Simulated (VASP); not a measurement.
Here is a VASP 6.6.1 calculation.

File INCAR:

```
SYSTEM = Ba3Sr
ALGO     = Normal         ! electronic algorithm
EDIFF    = 1E-6           ! SCF threshold, eV
ENCUT    = 500            ! plane-wave cutoff, eV
GGA_COMPAT= .False.      
ISIF     = 2              ! what is computed and relaxed
ISMEAR   = -1             ! smearing method
LASPH    = .True.         ! aspherical terms in the spheres
LCHARG   = .False.        ! write CHGCAR
LREAL    = .False.        ! projectors in reciprocal space
LWAVE    = .False.        ! write WAVECAR
NBANDS   = 28             ! bands
NELM     = 120            ! most SCF steps
PREC     = Accurate       ! precision mode
SIGMA    = 0.05           ! smearing width, eV
```

The input KPOINTS:

```
k-points
0
Gamma
  3 3 3
  0 0 0
```

The input POSCAR:

```
Ba3Sr
1.0
    5.9350319956      0.0000000000      0.0000000000
    0.0000000000      5.9350319956      0.0000000000
    0.0000000000      0.0000000000      5.9350319956
Sr Ba
1 3
Direct
    0.0000000000      0.0000000000      0.0000000000
    0.0000000000      0.5000000000      0.5000000000
    0.5000000000      0.0000000000      0.5000000000
    0.5000000000      0.5000000000      0.0000000000
```

Potentials or basis: VASP PAW LDA potentials, release 64 (Sr_sv, Ba_sv).

Run with:

```sh
$ cat potpaw_LDA.64/Sr_sv/POTCAR potpaw_LDA.64/Ba_sv/POTCAR > POTCAR
$ mpirun -np 1 vasp_std > vasp.out
```

Question: Predict the pressure.

Answer: 0.3 GPa.

Question: What does it give for the band gap on the k mesh?

Answer: Zero (bands 20 and 21 overlap by 0.32 eV).

Caveat: spin-orbit coupling is left out, which moves the levels of the heavy elements.
